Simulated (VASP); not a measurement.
# HfN (I4mm) in VASP: a series of runs

HfN is run at these levels: PBE; tasks: single point.

Everything below comes from runs of VASP 6.6.1. Logs are shortened: lines on timing, memory, paths and dates and some standing lists are left out, and cuts for length are marked.

**1. The cell of the first run**

Symmetry: I4mm, No. 107, tetragonal system. Conventional cell: a = 3.216 Å, b = 3.216 Å, c = 4.229 Å, α = 90.00°, β = 90.00°, γ = 90.00°. Hf (site symmetry 4mm) has 6 N at 2.10 to 2.27 Å within 2.8 Å. N (site symmetry 4mm) has 6 Hf at 2.10 to 2.27 Å within 2.8 Å.

**2. Single point, PBE (mode 5 frozen in at -0.019 Å, normal strain along y -0.0700)**

Contents of INCAR:

```
ALGO = Normal
EDIFF = 1E-7
ENCUT = 520
GGA = PE
ISIF = 2
ISMEAR = 0
LASPH = True
LCHARG = True
LELF = True
LREAL = False
LVHAR = True
LWAVE = False
NBANDS = 14
NELM = 100
PREC = Accurate
SIGMA = 0.15
```

Contents of KPOINTS:

```
k-points
0
Gamma
  16 16 16
```

Contents of POSCAR:

```
HfN
1.0
    0.0000000000      2.1146470585      2.2738140414
    2.2738140414      0.0000000000      2.2738140414
    2.2738140414      2.1146470585      0.0000000000
Hf N
1 1
Direct
    0.0003347749     -0.0003347749      0.0003347749
    0.4957340399      0.5042659601      0.4957340399
```

Potentials or basis: VASP PAW PBE potentials, release 64 (Hf_pv, N).

Launch:

```console
cat potpaw_PBE.64/Hf_pv/POTCAR potpaw_PBE.64/N/POTCAR > POTCAR
mpirun -np 1 vasp_std > vasp.out
```

OUTCAR:

```text
EDIFF = 1E-7
   ENCUT = 520
   GGA = PE
   ISIF = 2
   ISMEAR = 0
   LASPH = True
   LREAL = False
   NELM = 100
   PREC = Accurate

 ion  position               nearest neighbor table
   1  0.000  1.000  0.000-   2 2.10   2 2.13   2 2.27   2 2.27   2 2.27   2 2.27
   2  0.496  0.504  0.496-   1 2.10   1 2.13   1 2.27   1 2.27   1 2.27   1 2.27

  LATTYP: Found a body centered tetragonal cell.
 ALAT       =     3.2156586557
 C/A-ratio  =     1.3152186130

  Lattice vectors:

 A1 = (   0.0000000000,  -2.1146470585,   2.2738140414)
 A2 = (   0.0000000000,  -2.1146470585,  -2.2738140414)
 A3 = (   2.2738140414,   2.1146470585,   0.0000000000)

Analysis of symmetry for initial positions (statically):
=====================================================================
 Subroutine PRICEL returns:
 Original cell was already a primitive cell.

 Routine SETGRP: Setting up the symmetry group for a
 body centered tetragonal supercell.

 Subroutine GETGRP returns: Found  8 space group operations
 (whereof  8 operations were pure point group operations)
 out of a pool of 16 trial point group operations.

The static configuration has the point symmetry C_4v.

Analysis of symmetry for dynamics (positions and initial velocities):
=====================================================================
 Subroutine PRICEL returns:
 Original cell was already a primitive cell.

 Routine SETGRP: Setting up the symmetry group for a
 body centered tetragonal supercell.

 Subroutine GETGRP returns: Found  8 space group operations
 (whereof  8 operations were pure point group operations)
 out of a pool of 16 trial point group operations.

The dynamic configuration has the point symmetry C_4v.

 Subroutine INISYM returns: Found  8 space group operations
 (whereof  8 operations are pure point group operations),
 and found     1 'primitive' translations

----------------------------------------------------------------------------------------

                                     Primitive cell

  volume of cell :      21.8664

  direct lattice vectors                    reciprocal lattice vectors
     0.000000000  2.114647059  2.273814041    -0.219894851  0.236446076  0.219894851
     2.273814041  0.000000000  2.273814041     0.219894851 -0.236446076  0.219894851
     2.273814041  2.114647059  0.000000000     0.219894851  0.236446076 -0.219894851

  length of vectors
     3.105150959  3.215658656  3.105150959     0.390658723  0.390658723  0.390658723

  position of ions in fractional coordinates (direct lattice)
     0.000334775  0.999665225  0.000334775
     0.495734040  0.504265960  0.495734040

  ion indices of the primitive-cell ions
   primitive index   ion index
[... 88 lines left out ...]
   EFERMI =   0.00;   METHOD = LEGACY
   ISMEAR =     0;   SIGMA  =   0.15  broadening in eV -4-tet -1-fermi 0-gaus
   EFERMI_NEDOS =   21; number of points for ismear=-14 and -15
   IALGO  =     38    algorithm
   IMIX   =      4    mixing-type and parameters
     AMIX     =   0.40;   BMIX     =  1.00
     AMIX_MAG =   1.60;   BMIX_MAG =  1.00
  volume/ion in A,a.u.               =      10.93        73.78
  Fermi-wavevector in a.u.,A,eV,Ry     =   1.443819  2.728422 28.362874  2.084612
  Thomas-Fermi vector in A             =   2.562183
   LORBIT       =      0    0 simple, 1 ext, 2 COOP (PROOUT), +10 PAW based schemes
   GGA     = PE    functional components
   LHFCALC =     F    Hartree Fock is set to
   AEXX    =    0.0000 exact exchange contribution
   IVDW    =     0    specifies the selected vdW correction
   LEPSILON=     F    determine dielectric tensor
   LRPA    =     F    only Hartree local field effects (RPA)
 non-spin polarized calculation
 Gauss-broadening in eV      SIGMA  =   0.15
  energy-cutoff  :      520.00
  volume of cell :       21.87
 maximum number of plane-waves:       600
   NGX = 11   NGY = 11   NGZ = 11

 number of electron      15.0000000 magnetization

 Free energy of the ion-electron system (eV)
  ---------------------------------------------------
  ext. energy  EPLUGINS =         0.00000000
  ---------------------------------------------------
  free energy    TOTEN  =       -21.50616056 eV

  energy without entropy =      -21.49989898  energy(sigma->0) =      -21.50302977

 E-fermi :   8.8857     XC(G=0): -13.0026

 val. band max:        8.8827138639   @ k =   0.5000   0.2500   0.0625
 cond. band min:       8.8876175384   @ k =   0.1875  -0.1875   0.0625
 fundamental gap:      0.0049036744
 Fermi energy:         8.8857385112

 k-point     1 :       0.0000    0.0000    0.0000
  band No.  band energies     occupation
      1     -22.0685      2.00000
      2     -22.0685      2.00000
      3     -22.0354      2.00000
      4      -8.9766      2.00000
      5       5.6183      2.00000
      6       5.6183      2.00000
      7       6.1071      2.00000
      8       8.2553      2.00000
      9       8.2553      2.00000
     10       9.0871      0.05767
     11       9.9079      0.00000
     12      10.3929      0.00000
     13      12.9603      0.00000
     14      18.6195      0.00000
[... 377 lines left out ...]
      1     -22.1831      2.00000
      2     -22.0963      2.00000
      3     -22.0503      2.00000
      4      -8.6871      2.00000
      5       4.6450      2.00000
      6       5.2138      2.00000
      7       5.2397      2.00000
      8       8.5852      1.99539
      9       8.9784      0.38234
     10       9.1243      0.02447
     11      10.2920      0.00000
     12      11.2894      0.00000
     13      14.0009      0.00000
     14      19.5068      0.00000

 [... further k-points ...]

------------------------ aborting loop because EDIFF is reached ----------------------------------------

  FORCE on cell =-STRESS in cart. coord.  units (eV):
  Direction    XX          YY          ZZ          XY          YZ          ZX
  --------------------------------------------------------------------------------------
  -------------------------------------------------------------------------------------
  Total        0.8798721      8.0827542      0.8798721      0.0000000     -0.0000000      0.0000000
  in kB       64.4692109    592.2324189     64.4692109      0.0000000     -0.0000000      0.0000000
  external PRESSURE =     240.3902802 kB  Pullay stress =       0.0000000 kB

 VOLUME and BASIS-vectors are now :
 -----------------------------------------------------------------------------
  energy-cutoff  :      520.00
  volume of cell :       21.87
      direct lattice vectors                 reciprocal lattice vectors
     0.000000000  2.114647059  2.273814041    -0.219894851  0.236446076  0.219894851
     2.273814041  0.000000000  2.273814041     0.219894851 -0.236446076  0.219894851
     2.273814041  2.114647059  0.000000000     0.219894851  0.236446076 -0.219894851

 POSITION                                       TOTAL-FORCE (eV/Angst)
 -----------------------------------------------------------------------------------
      2.27381      0.00142      2.27381         0.000000     -0.459658      0.000000
      2.27381      2.09661      2.27381         0.000000      0.459658      0.000000
 -----------------------------------------------------------------------------------
    total drift:                               -0.000000      0.000162     -0.000000

  FREE ENERGIE OF THE ION-ELECTRON SYSTEM (eV)
  ---------------------------------------------------
  free  energy   TOTEN  =       -21.5061605581 eV

  energy  without entropy=      -21.4998989754  energy(sigma->0) =      -21.50302977
```

stdout:

```text
POSCAR found type information on POSCAR HfN
 POSCAR found :  2 types and       2 ions
 scaLAPACK will be used
 LDA part: xc-table for (Slater+PW92), standard interpolation
 POSCAR, INCAR and KPOINTS ok, starting setup
 FFT: planning ... GRIDC
 FFT: planning ... GRID_SOFT
 FFT: planning ... GRID
 WAVECAR not read
 entering main loop
```

Run time: 92 s. Hardware: 1 thread of AMD EPYC 7R43 (Zen 3), shared host; peak memory 0.2 GiB.

Results:

```yaml
Free_energy: -21.5062 eV
Pressure: 24.0 GPa
Largest_force: 0.460 eV/Å
```

Forces on the atoms (eV/Å):
```
Hf   0.000 -0.460  0.000
N    0.000  0.460  0.000
```

Caveat: the cell differs from its parent crystal (mode 5 frozen in at -0.019 Å, normal strain along y -0.0700); spin-orbit coupling is left out, which moves the levels of the heavy elements.

**3. Single point, PBE (mode 5 frozen in at -0.097 Å, normal strain along y -0.0700)**

Contents of INCAR:

```
SYSTEM = HfN
PREC = Accurate ; ENCUT = 520
EDIFF = 1E-7 ; ISMEAR = 0
SIGMA = 0.15 ; LREAL = .False.
LASPH = .True. ; NELM = 60
ALGO = Normal ; ISIF = 2
LWAVE = .False. ; LCHARG = .False.
GGA = PE ; NBANDS = 14
```

Contents of KPOINTS:

```
regular mesh
0
Gamma
  16 16 16
  0 0 0
```

Contents of POSCAR:

```
HfN
1.0
    0.0000000000      2.1146470585      2.2738140414
    2.2738140414      0.0000000000      2.2738140414
    2.2738140414      2.1146470585      0.0000000000
Hf N
1 1
Direct
    0.0016738745     -0.0016738745      0.0016738745
    0.4786701994      0.5213298006      0.4786701994
```

Potentials or basis: VASP PAW PBE potentials, release 64 (Hf_pv, N).

Launch:

```console
cat potpaw_PBE.64/Hf_pv/POTCAR potpaw_PBE.64/N/POTCAR > POTCAR
mpirun -np 1 vasp_std > vasp.out
```

Run time: 87 s. Hardware: 1 thread of AMD EPYC 7R43 (Zen 3), shared host; peak memory 0.19 GiB.

Results (log left out):

```yaml
Free_energy: -21.3980 eV
Pressure: 26.3 GPa
Largest_force: 2.337 eV/Å
```

Forces in eV/Å, atoms in the order of the input:
```
Hf   0.000 -2.337  0.000
N    0.000  2.337  0.000
```

Stress tensor (GPa, compression positive):
```
 6.73  0.00  0.00
 0.00 65.46  0.00
 0.00  0.00  6.73
```

Levels at points of the mesh, in eV from the Fermi level:
```
           k point  band 4  band 5  band 6  band 7  band 8  band 9  band 10  band 11  band 12  band 13
(0.00, 0.00, 0.00)  -17.84   -3.44   -3.44   -2.91   -0.40   -0.40     0.23     1.12     1.53     4.21
(0.50, 0.00, 0.00)  -14.75   -9.20   -6.55   -6.48    3.28    3.98     4.38     4.69     8.41     9.86
(0.50, 0.50, 0.00)  -16.77   -5.67   -4.67   -3.33   -3.07    3.94     5.42     6.37     6.66     8.66
(0.50, 0.00, 0.50)  -16.72   -4.72   -4.20   -3.97   -3.97    4.47     5.90     5.90     6.14     8.07
```

Caveat: the cell differs from its parent crystal (mode 5 frozen in at -0.097 Å, normal strain along y -0.0700); spin-orbit coupling is left out, which moves the levels of the heavy elements; forces of over 1 eV/Å act on the atoms, so gaps and moduli don't describe the material at rest.

**4. Single point, PBE (mode 5 frozen in at -0.058 Å, normal strain along y -0.0700)**

Contents of INCAR:

```
PREC = Accurate
ENCUT = 520
EDIFF = 1E-6
ISMEAR = 0
SIGMA = 0.15
LREAL = F
LASPH = T
NELM = 100
ALGO = Normal
ISIF = 2
LWAVE = F
LCHARG = T
GGA = PE
LELF = T
LVHAR = T
NBANDS = 14
```

Contents of KPOINTS:

```
regular mesh
0
Gamma
  16 16 16
```

Contents of POSCAR:

```
HfN
1.0
    0.0000000000      2.1146470585      2.2738140414
    2.2738140414      0.0000000000      2.2738140414
    2.2738140414      2.1146470585      0.0000000000
Hf N
1 1
Direct
    0.0010043247     -0.0010043247      0.0010043247
    0.4872021197      0.5127978803      0.4872021197
```

Launch:

```console
cat potpaw_PBE.64/Hf_pv/POTCAR potpaw_PBE.64/N/POTCAR > POTCAR
mpirun -np 1 vasp_std > vasp.out
```

It took 80 s on 1 thread of AMD EPYC 7R43 (Zen 3), shared host; peak memory 0.2 GiB.

The run converged. Its results:

```yaml
Free_energy: -21.4703 eV
Pressure: 24.8 GPa
Largest_force: 1.387 eV/Å
```

Forces on the atoms (eV/Å):
```
Hf   0.000 -1.387  0.000
N    0.000  1.387  0.000
```

Stress tensor (GPa, compression positive):
```
 6.54  0.00  0.00
 0.00 61.29  0.00
 0.00  0.00  6.54
```

Levels at points of the mesh, in eV from the Fermi level:
```csv
k point,band 5,band 6,band 7,band 8,band 9,band 10,band 11,band 12
"(0.00, 0.00, 0.00)",-3.33,-3.33,-2.82,-0.55,-0.55,0.21,1.06,1.52
"(0.50, 0.00, 0.00)",-9.21,-6.55,-6.50,3.32,3.98,4.35,4.66,8.51
"(0.50, 0.50, 0.00)",-5.67,-4.37,-3.40,-3.33,3.90,5.40,6.37,6.70
"(0.50, 0.00, 0.50)",-4.76,-4.21,-3.97,-3.97,4.45,5.90,5.90,6.18
```

Caveat: the cell differs from its parent crystal (mode 5 frozen in at -0.058 Å, normal strain along y -0.0700); spin-orbit coupling is left out, which moves the levels of the heavy elements; forces of over 1 eV/Å act on the atoms, so gaps and moduli don't describe the material at rest.
